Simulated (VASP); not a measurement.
# ZnH3 (Pm-3m) in VASP: notebook

The runs below take ZnH3 through single point, relaxation of cell and atoms, with PBE.

Program: VASP 6.6.1. These are calculated values, not measurements. Logs are shortened: lines on timing, memory, paths and dates and some standing lists are left out, and cuts for length are marked.

## (1) The cell of the first run

The structure is cubic, space group Pm-3m (No. 221). Conventional cell: a = 2.939 Å, b = 2.939 Å, c = 2.939 Å, α = 90.00°, β = 90.00°, γ = 90.00°. Zn (site symmetry m-3m) has 12 H at 2.08 Å within 2.8 Å. H (site symmetry 4/mmm) has 4 Zn at 2.08 Å and 8 H at 2.08 Å within 2.8 Å.

## (2) Single point, PBE

INCAR

```
SYSTEM = ZnH3
PREC = Accurate ; ENCUT = 520
EDIFF = 1E-6 ; ISMEAR = 0
SIGMA = 0.1 ; LREAL = .FALSE.
LASPH = .TRUE. ; NELM = 80
ALGO = Normal ; ISIF = 2
LWAVE = .FALSE. ; LCHARG = .FALSE.
GGA = PE ; NBANDS = 16
```

KPOINTS

```
regular mesh
0
G
  6 6 6
  0 0 0
```

POSCAR

```
ZnH3
1.0
    2.9393449421      0.0000000000      0.0000000000
    0.0000000000      2.9393449421      0.0000000000
    0.0000000000      0.0000000000      2.9393449421
Zn H
1 3
Direct
    0.0000000000      0.0000000000      0.0000000000
    0.0000000000      0.5000000000      0.5000000000
    0.5000000000      0.0000000000      0.5000000000
    0.5000000000      0.5000000000      0.0000000000
```

Potentials or basis: VASP PAW PBE potentials, release 64 (Zn, H).

Started as:

```sh
cat potpaw_PBE.64/Zn/POTCAR potpaw_PBE.64/H/POTCAR > POTCAR
mpirun -np 1 vasp_std > vasp.out
```

OUTCAR:

```text
SYSTEM = ZnH3
   PREC = Accurate
   ENCUT = 520
   EDIFF = 1E-6
   ISMEAR = 0
   LREAL = .FALSE.
   LASPH = .TRUE.
   NELM = 80
   ISIF = 2
   GGA = PE

 ion  position               nearest neighbor table
   1  0.000  0.000  0.000-
   2  0.000  0.500  0.500-
   3  0.500  0.000  0.500-
   4  0.500  0.500  0.000-

  LATTYP: Found a simple cubic cell.
 ALAT       =     2.9393449421

  Lattice vectors:

 A1 = (   2.9393449421,   0.0000000000,   0.0000000000)
 A2 = (   0.0000000000,   2.9393449421,   0.0000000000)
 A3 = (   0.0000000000,   0.0000000000,   2.9393449421)

Analysis of symmetry for initial positions (statically):
=====================================================================
 Subroutine PRICEL returns:
 Original cell was already a primitive cell.

 Routine SETGRP: Setting up the symmetry group for a
 simple cubic supercell.

 Subroutine GETGRP returns: Found 48 space group operations
 (whereof 48 operations were pure point group operations)
 out of a pool of 48 trial point group operations.

The static configuration has the point symmetry O_h .

Analysis of symmetry for dynamics (positions and initial velocities):
=====================================================================
 Subroutine PRICEL returns:
 Original cell was already a primitive cell.

 Routine SETGRP: Setting up the symmetry group for a
 simple cubic supercell.

 Subroutine GETGRP returns: Found 48 space group operations
 (whereof 48 operations were pure point group operations)
 out of a pool of 48 trial point group operations.

The dynamic configuration has the point symmetry O_h .

 Subroutine INISYM returns: Found 48 space group operations
 (whereof 48 operations are pure point group operations),
 and found     1 'primitive' translations

----------------------------------------------------------------------------------------

                                     Primitive cell

  volume of cell :      25.3952

  direct lattice vectors                    reciprocal lattice vectors
     2.939344942  0.000000000  0.000000000     0.340211857  0.000000000  0.000000000
     0.000000000  2.939344942  0.000000000     0.000000000  0.340211857  0.000000000
     0.000000000  0.000000000  2.939344942     0.000000000  0.000000000  0.340211857

  length of vectors
     2.939344942  2.939344942  2.939344942     0.340211857  0.340211857  0.340211857

  position of ions in fractional coordinates (direct lattice)
     0.000000000  0.000000000  0.000000000
     0.000000000  0.500000000  0.500000000
     0.500000000  0.000000000  0.500000000
     0.500000000  0.500000000  0.000000000

  ion indices of the primitive-cell ions
   primitive index   ion index
                 1           1
                 2           2
                 3           3
                 4           4

----------------------------------------------------------------------------------------

 KPOINTS: regular mesh

Automatic generation of k-mesh.
 Grid dimensions read from file:
 generate k-points for:    6    6    6

 Generating k-lattice:

  Cartesian coordinates                     Fractional coordinates (reciprocal lattice)
     0.056701976  0.000000000  0.000000000     0.166666667  0.000000000  0.000000000
     0.000000000  0.056701976  0.000000000     0.000000000  0.166666667  0.000000000
     0.000000000  0.000000000  0.056701976     0.000000000  0.000000000  0.166666667

  Length of vectors
     0.056701976  0.056701976  0.056701976

  Shift w.r.t. Gamma in fractional coordinates (k-lattice)
     0.000000000  0.000000000  0.000000000

 Subroutine IBZKPT returns following result:
 ===========================================

 Found     20 irreducible k-points:

 Following reciprocal coordinates:
            Coordinates               Weight
  0.000000  0.000000  0.000000      1.000000
  0.166667  0.000000  0.000000      6.000000
  0.333333  0.000000  0.000000      6.000000
  0.500000  0.000000  0.000000      3.000000
  0.166667  0.166667  0.000000     12.000000
  0.333333  0.166667  0.000000     24.000000
[... 12 lines left out ...]
  0.500000  0.500000  0.333333      6.000000
  0.500000  0.500000  0.500000      1.000000
   k-points           NKPTS =     20   k-points in BZ     NKDIM =     20   number of bands    NBANDS=     16
   number of dos      NEDOS =    301   number of ions     NIONS =      4
   total plane-waves  NPLWV =  13824
   dimension x,y,z NGX =    24 NGY =   24 NGZ =   24
   dimension x,y,z NGXF=    48 NGYF=   48 NGZF=   48
   ions per type =               1   3
   NGX,Y,Z   is equivalent  to a cutoff of  13.57, 13.57, 13.57 a.u.
   NGXF,Y,Z  is equivalent  to a cutoff of  27.15, 27.15, 27.15 a.u.
 SYSTEM =  ZnH3
   PREC   = accura    normal or accurate (medium, high low for compatibility)
   ISTART =      0    job   : 0-new  1-cont  2-samecut
   ICHARG =      2    charge: 1-file 2-atom 10-const
   ISPIN  =      1    spin polarized calculation?
   LNONCOLLINEAR =      F non collinear calculations
   LSORBIT =      F    spin-orbit coupling
   LASPH  =      T    aspherical Exc in radial PAW
   ENCUT  =  520.0 eV  38.22 Ry    6.18 a.u.   5.47  5.47  5.47*2*pi/ulx,y,z
   NELM   =     80;   NELMIN=  2; NELMDL= -5     # of ELM steps
   EDIFF  = 0.1E-05   stopping-criterion for ELM
   LREAL  =      F    real-space projection
   EDIFFG = 0.1E-04   stopping-criterion for IOM
   NSW    =      0    number of steps for IOM
   IBRION =     -1    ionic relax: 0-MD 1-quasi-New 2-CG
   NFREE  =      0    steps in history (QN), initial steepest desc. (CG)
   ISIF   =      2    stress and relaxation
   ISYM   =      2    0-nonsym 1-usesym 2-fastsym
   POTIM  = 0.5000    time-step for ionic-motion
   TEBEG  =    0.0;   TEEND  =   0.0 temperature during run
   PSTRESS=    0.0 pullay stress
   NELECT =      15.0000    total number of electrons
   NUPDOWN=      -1.0000    fix difference up-down
   EMIN   =  10.00;   EMAX   =-10.00  energy-range for DOS
   EFERMI =   0.00;   METHOD = LEGACY
   ISMEAR =     0;   SIGMA  =   0.10  broadening in eV -4-tet -1-fermi 0-gaus
   EFERMI_NEDOS =   21; number of points for ismear=-14 and -15
   IALGO  =     38    algorithm
   IMIX   =      4    mixing-type and parameters
     AMIX     =   0.40;   BMIX     =  1.00
     AMIX_MAG =   1.60;   BMIX_MAG =  1.00
  volume/ion in A,a.u.               =       6.35        42.84
  Fermi-wavevector in a.u.,A,eV,Ry     =   1.373582  2.595694 25.670499  1.886728
  Thomas-Fermi vector in A             =   2.499086
   LORBIT       =      0    0 simple, 1 ext, 2 COOP (PROOUT), +10 PAW based schemes
   GGA     = PE    functional components
   LHFCALC =     F    Hartree Fock is set to
   AEXX    =    0.0000 exact exchange contribution
   IVDW    =     0    specifies the selected vdW correction
   LEPSILON=     F    determine dielectric tensor
   LRPA    =     F    only Hartree local field effects (RPA)
 non-spin polarized calculation
 Gauss-broadening in eV      SIGMA  =   0.10
  energy-cutoff  :      520.00
  volume of cell :       25.40
 maximum number of plane-waves:       696
 NGX is ok and might be reduce to    24
   NGX = 11   NGY = 11   NGZ = 11

 number of electron      14.9999992 magnetization

 Free energy of the ion-electron system (eV)
  ---------------------------------------------------
  ext. energy  EPLUGINS =         0.00000000
  ---------------------------------------------------
  free energy    TOTEN  =        -8.00222374 eV

  energy without entropy =       -7.99115324  energy(sigma->0) =       -7.99668849

 E-fermi :   2.0303     XC(G=0): -11.0879

 val. band max:        2.0027356292   @ k =   0.1667   0.1667   0.1667
 cond. band min:       2.0373459197   @ k =   0.5000   0.3333   0.3333
 fundamental gap:      0.0346102905
 Fermi energy:         2.0303290327

 k-point     1 :       0.0000    0.0000    0.0000
  band No.  band energies     occupation
      1      -9.9055      2.00000
      2      -5.6015      2.00000
      3      -5.6015      2.00000
      4      -4.7482      2.00000
      5      -4.7482      2.00000
      6      -4.7482      2.00000
[... 8 lines left out ...]
     15      25.4778      0.00000
     16      25.4778      0.00000

 k-point     2 :       0.1667    0.0000    0.0000
  band No.  band energies     occupation
      1      -9.4343      2.00000
      2      -5.5410      2.00000
      3      -5.5385      2.00000
      4      -4.8064      2.00000
      5      -4.8064      2.00000
      6      -4.7436      2.00000
[... 8 lines left out ...]
     15      22.2284      0.00000
     16      22.2284      0.00000

 k-point     3 :       0.3333    0.0000    0.0000
  band No.  band energies     occupation
      1      -8.0747      2.00000
      2      -5.4688      2.00000
      3      -5.4173      2.00000
      4      -4.9195      2.00000
      5      -4.9195      2.00000
      6      -4.7345      2.00000
[... 8 lines left out ...]
     15      18.0651      0.00000
     16      21.0650      0.00000

 k-point     4 :       0.5000    0.0000    0.0000
  band No.  band energies     occupation
      1      -6.4329      2.00000
      2      -5.9355      2.00000
      3      -5.3541      2.00000
      4      -4.9744      2.00000
      5      -4.9744      2.00000
      6      -4.7299      2.00000
[... 8 lines left out ...]
     15      15.6981      0.00000
     16      22.4137      0.00000
[... 248 lines left out ...]
 k-point    18 :       0.5000    0.3333    0.3333
  band No.  band energies     occupation
      1      -5.8651      2.00000
      2      -5.5758      2.00000
      3      -5.5396      2.00000
      4      -4.8065      2.00000
      5      -4.6819      2.00000
      6      -1.4095      2.00000
[... 8 lines left out ...]
     15      26.9992      0.00000
     16      29.3907      0.00000

 k-point    19 :       0.5000    0.5000    0.3333
  band No.  band energies     occupation
      1      -5.8634      2.00000
      2      -5.6412      2.00000
      3      -5.6412      2.00000
      4      -4.7392      2.00000
      5      -4.5632      2.00000
      6       0.0013      2.00000
[... 8 lines left out ...]
     15      28.5743      0.00000
     16      29.2633      0.00000

 k-point    20 :       0.5000    0.5000    0.5000
  band No.  band energies     occupation
      1      -5.7930      2.00000
      2      -5.7930      2.00000
      3      -5.7930      2.00000
      4      -4.5597      2.00000
      5      -4.5597      2.00000
      6       1.5448      2.00000
[... 8 lines left out ...]
     15      32.0405      0.00000
     16      32.0405      0.00000

------------------------ aborting loop because EDIFF is reached ----------------------------------------

  FORCE on cell =-STRESS in cart. coord.  units (eV):
  Direction    XX          YY          ZZ          XY          YZ          ZX
  --------------------------------------------------------------------------------------
  -------------------------------------------------------------------------------------
  Total       -0.0255034     -0.0255034     -0.0255034      0.0000000      0.0000000      0.0000000
  in kB       -1.6090046     -1.6090046     -1.6090046      0.0000000      0.0000000      0.0000000
  external PRESSURE =      -1.6090046 kB  Pullay stress =       0.0000000 kB

 VOLUME and BASIS-vectors are now :
 -----------------------------------------------------------------------------
  energy-cutoff  :      520.00
  volume of cell :       25.40
      direct lattice vectors                 reciprocal lattice vectors
     2.939344942  0.000000000  0.000000000     0.340211857  0.000000000  0.000000000
     0.000000000  2.939344942  0.000000000     0.000000000  0.340211857  0.000000000
     0.000000000  0.000000000  2.939344942     0.000000000  0.000000000  0.340211857

 POSITION                                       TOTAL-FORCE (eV/Angst)
 -----------------------------------------------------------------------------------
      0.00000      0.00000      0.00000         0.000000      0.000000      0.000000
      0.00000      1.46967      1.46967         0.000000      0.000000      0.000000
      1.46967      0.00000      1.46967         0.000000      0.000000      0.000000
      1.46967      1.46967      0.00000         0.000000      0.000000      0.000000
 -----------------------------------------------------------------------------------
    total drift:                                0.000000      0.000000      0.000000

  FREE ENERGIE OF THE ION-ELECTRON SYSTEM (eV)
  ---------------------------------------------------
  free  energy   TOTEN  =        -8.0022237353 eV

  energy  without entropy=       -7.9911532430  energy(sigma->0) =       -7.99668849
```

Wall time 6.7 s (1 thread of Intel Xeon Platinum 8488C (Sapphire Rapids), shared host); peak memory 0.14 GiB.

Results:

```yaml
Free_energy: -8.0022 eV
Pressure: -0.2 GPa
Band_gap_on_the_k_mesh: zero (an odd number of electrons rules out a gap without spin polarisation)
```

## (3) Relaxation of cell and atoms, PBE

This run uses another cell than the first one, of 7.89 Å³/atom.

INCAR

```
  ALGO = Normal
  EDIFF = 1E-6
  EDIFFG = -0.04
  ENCUT = 600
  GGA = PE
  IBRION = 2
  ISIF = 3
  ISMEAR = 0
  LASPH = T
  LCHARG = F
  LREAL = F
  LWAVE = F
  NELM = 60
  NSW = 90
  PREC = Accurate
  SIGMA = 0.1
```

KPOINTS

```
k-points
0
Gamma
  6 6 6
```

POSCAR

```
ZnH3
1.0
    3.1598813394      0.0000000000      0.0000000000
    0.0000000000      3.1598813394      0.0000000000
    0.0000000000      0.0000000000      3.1598813394
Zn H
1 3
Direct
    0.0000000000      0.0000000000      0.0000000000
    0.0000000000      0.5000000000      0.5000000000
    0.5000000000      0.0000000000      0.5000000000
    0.5000000000      0.5000000000      0.0000000000
```

Potentials or basis: VASP PAW PBE potentials, release 64 (Zn, H).

Started as:

```sh
cat potpaw_PBE.64/Zn/POTCAR potpaw_PBE.64/H/POTCAR > POTCAR
mpirun -np 1 vasp_std > vasp.out
```

Run time: 22 s. Hardware: 1 thread of Intel Xeon Platinum 8488C (Sapphire Rapids), shared host; peak memory 0.16 GiB.

Results (log left out):

* Free energy: -8.0044 eV
* Relaxed volume: 6.33 Å³/atom
* Relaxed cell: a = 2.936 Å, b = 2.936 Å, c = 2.936 Å, α = 90.00°, β = 90.00°, γ = 90.00°
* Space group after relaxing (to 0.1 Å): Pm-3m (No. 221)
* Energy gained by relaxing: 74.0 meV/atom
* Ionic steps: 4
* Pressure after relaxing: 0.4 GPa
* Band gap on the k mesh: zero (an odd number of electrons rules out a gap without spin polarisation)

The path:
| step | energy change (eV) | largest force (eV/Å) | pressure (GPa) | volume (Å³) |
| --- | --- | --- | --- | --- |
| 1 | 0.0000 | 0.0000 | -12.93 | 31.55 |
| 2 | -0.1945 | 0.0000 | -8.87 | 28.73 |
| 3 | -0.2935 | 0.0000 | -1.75 | 25.90 |
| 4 | -0.2962 | 0.0000 | 0.42 | 25.31 |

Final structure:
```cif
data_structure
_symmetry_space_group_name_H-M 'P 1'
_symmetry_Int_Tables_number 1
_cell_length_a 2.9362
_cell_length_b 2.9362
_cell_length_c 2.9362
_cell_angle_alpha 90.000
_cell_angle_beta 90.000
_cell_angle_gamma 90.000
_cell_volume 25.31
loop_
_atom_site_label
_atom_site_type_symbol
_atom_site_fract_x
_atom_site_fract_y
_atom_site_fract_z
_atom_site_occupancy
Zn1 Zn 0.00000 0.00000 0.00000 1
H1 H 0.00000 0.50000 0.50000 1
H2 H 0.50000 0.00000 0.50000 1
H3 H 0.50000 0.50000 0.00000 1
```

Levels at points of the mesh, in eV from the Fermi level:
| k point | band 5 | band 6 | band 7 | band 8 | band 9 | band 10 |
| --- | --- | --- | --- | --- | --- | --- |
| (0.00, 0.00, 0.00) | -6.79 | -6.79 | 2.30 | 2.30 | 7.12 | 7.12 |
| (0.50, 0.00, 0.00) | -7.01 | -6.77 | -5.65 | 2.58 | 8.06 | 10.80 |
| (0.50, 0.50, 0.00) | -6.61 | -4.53 | -4.53 | -1.75 | -0.65 | 10.98 |
| (0.50, 0.50, 0.50) | -6.60 | -0.48 | -0.48 | -0.48 | 2.30 | 2.30 |

Caveat: the volume moved by over 15 % at a fixed basis, so the end points are rough.

## (4) Single point, PBE

This run uses another cell than the first one, of 6.33 Å³/atom.

INCAR

```
PREC = Accurate
ENCUT = 520
EDIFF = 1E-6
ISMEAR = 0
SIGMA = 0.1
LREAL = F
LASPH = T
NELM = 60
ALGO = Normal
ISIF = 2
LWAVE = F
LCHARG = F
GGA = PE
NBANDS = 16
```

KPOINTS

```
regular mesh
0
Gamma
  16 16 16
```

POSCAR

```
ZnH3
1.0
    2.9370431144      0.0000000000      0.0000000000
    0.0000000000      2.9370431144      0.0000000000
    0.0000000000      0.0000000000      2.9370431144
Zn H
1 3
Direct
    0.0000000000      0.0000000000      0.0000000000
    0.0000000000      0.5000000000      0.5000000000
    0.5000000000      0.0000000000      0.5000000000
    0.5000000000      0.5000000000      0.0000000000
```

Started as:

```sh
cat potpaw_PBE.64/Zn/POTCAR potpaw_PBE.64/H/POTCAR > POTCAR
mpirun -np 1 vasp_std > vasp.out
```

Wall time 27 s (1 thread of Intel Xeon Platinum 8488C (Sapphire Rapids), shared host); peak memory 0.18 GiB.

It converged, with:

* Free energy: -8.0205 eV
* Pressure: -0.1 GPa
* Band gap on the k mesh: zero (an odd number of electrons rules out a gap without spin polarisation)

Levels at points of the mesh, in eV from the Fermi level:
```
           k point  band 4  band 5  band 6  band 7  band 8  band 9  band 10  band 11
(0.00, 0.00, 0.00)   -7.00   -7.00   -7.00    2.07    2.07    6.89     6.89     6.89
(0.50, 0.00, 0.00)   -7.23   -7.23   -6.99   -5.87    2.36    7.83    10.57    10.57
(0.50, 0.50, 0.00)   -7.19   -6.83   -4.76   -4.76   -1.98   -0.88    10.75    10.75
(0.50, 0.50, 0.50)   -6.82   -6.82   -0.71   -0.71   -0.71    2.08     2.08     2.08
```

## (5) Relaxation of cell and atoms, PBE

INCAR

```
SYSTEM = ZnH3
  PREC = Accurate
  ENCUT = 600
  EDIFF = 1E-6
  ISMEAR = 0
  SIGMA = 0.1
  LREAL = .False.
  LASPH = .True.
  NELM = 60
  ALGO = Normal
  ISIF = 3
  LWAVE = .False.
  LCHARG = .False.
  GGA = PE
  IBRION = 2
  NSW = 100
  EDIFFG = -0.01
```

KPOINTS

```
regular mesh
0
Gamma
  16 16 16
  0 0 0
```

POSCAR

```
ZnH3
1.0
    2.9393449421      0.0000000000      0.0000000000
    0.0000000000      2.9393449421      0.0000000000
    0.0000000000      0.0000000000      2.9393449421
Zn H
1 3
Direct
    0.0000000000      0.0000000000      0.0000000000
    0.0000000000      0.5000000000      0.5000000000
    0.5000000000      0.0000000000      0.5000000000
    0.5000000000      0.5000000000      0.0000000000
```

Started as:

```sh
cat potpaw_PBE.64/Zn/POTCAR potpaw_PBE.64/H/POTCAR > POTCAR
mpirun -np 1 vasp_std > vasp.out
```

Wall time 20 s (1 thread of Intel Xeon Platinum 8488C (Sapphire Rapids), shared host); peak memory 0.18 GiB.

Results (log left out):

| Item | Value |
| --- | --- |
| Free energy | -8.0208 eV |
| Pressure after relaxing | -0.2 GPa |
| Band gap on the k mesh | zero (an odd number of electrons rules out a gap without spin polarisation) |

Final structure:
```xyz
4
Lattice="2.9393 0.0000 0.0000 0.0000 2.9393 0.0000 0.0000 0.0000 2.9393" Properties=species:S:1:pos:R:3 pbc="T T T"
Zn    0.0000    0.0000    0.0000
H     0.0000    1.4697    1.4697
H     1.4697    0.0000    1.4697
H     1.4697    1.4697    0.0000
```

Levels at points of the mesh, in eV from the Fermi level:
| k point | band 5 | band 6 | band 7 | band 8 | band 9 | band 10 |
| --- | --- | --- | --- | --- | --- | --- |
| (0.00, 0.00, 0.00) | -7.00 | -7.00 | 2.07 | 2.07 | 6.89 | 6.89 |
| (0.50, 0.00, 0.00) | -7.23 | -6.98 | -5.86 | 2.35 | 7.81 | 10.55 |
| (0.50, 0.50, 0.00) | -6.82 | -4.74 | -4.74 | -1.98 | -0.88 | 10.73 |
| (0.50, 0.50, 0.50) | -6.81 | -0.71 | -0.71 | -0.71 | 2.08 | 2.08 |

Caveat: the relaxation stopped at its first step, so nothing moved.

## (6) Summary

```csv
task,cell,k mesh,cutoff (eV),gap on the mesh (eV),pressure (GPa)
single point,"a = 2.939 Å, 4 atoms",6 × 6 × 6,520,none,-0.2
relaxation of cell and atoms,"relaxed from a = 3.160 Å, 4 atoms",6 × 6 × 6,600,none,0.4
single point,"a = 2.937 Å, 4 atoms",16 × 16 × 16,520,none,-0.1
relaxation of cell and atoms,"relaxed from a = 2.939 Å, 4 atoms",16 × 16 × 16,600,none,-0.2
```

Alike in all rows: level PBE; potentials or basis VASP PAW PBE potentials, release 64 (Zn, H); no spin polarisation; smearing gaussian 0.1 eV.

Caveats: the volume moved by over 15 % at a fixed basis, so the end points are rough (at least some runs); the relaxation stopped at its first step, so nothing moved (at least some runs).

Absolute energies hang on the potentials; compare differences alone.
